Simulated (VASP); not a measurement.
A run of VASP 6.6.1:

File INCAR:

```
SYSTEM = Fe
  ALGO = Normal
  EDIFF = 1E-6
  ENCUT = 690
  GGA = PS
  GGA_COMPAT = .False.
  ISIF = 2
  ISMEAR = -1
  ISPIN = 2
  LASPH = .True.
  LCHARG = .False.
  LDAU = .True.
  LDAUJ = 0
  LDAUL = 2
  LDAUPRINT = 1
  LDAUTYPE = 2
  LDAUU = 5.3
  LMAXMIX = 4
  LORBIT = 11
  LREAL = .False.
  LWAVE = .False.
  MAGMOM = 0
  NBANDS = 18
  NELM = 200
  NUPDOWN = 0.0
  PREC = Accurate
  SIGMA = 0.1
```

Contents of KPOINTS:

```
k-points
0
Gamma
  12 12 12
  0 0 0
```

File POSCAR:

```
Fe
1.0
   -1.4455000000      1.4455000000      1.4455000000
    1.4455000000     -1.4455000000      1.4455000000
    1.4455000000      1.4455000000     -1.4455000000
Fe
1
Direct
    0.0000000000      0.0000000000      0.0000000000
```

Potentials or basis: VASP PAW PBE potentials, release 64 (Fe_sv).

Command:

```bash
$ cat potpaw_PBE.64/Fe_sv/POTCAR > POTCAR
$ mpirun -np 1 vasp_std > vasp.out
```

Hardware: 1 thread of Intel(R) Xeon(R) Platinum 8375C CPU @ 2.90GHz (Ice Lake) (shared host).

Question: How long does it take, and how much memory?

Answer: Wall time 38 s on 1 thread of Intel(R) Xeon(R) Platinum 8375C CPU @ 2.90GHz (Ice Lake), on a shared host, peak memory 0.17 GiB. Counts: scf iterations 20, k points 72.
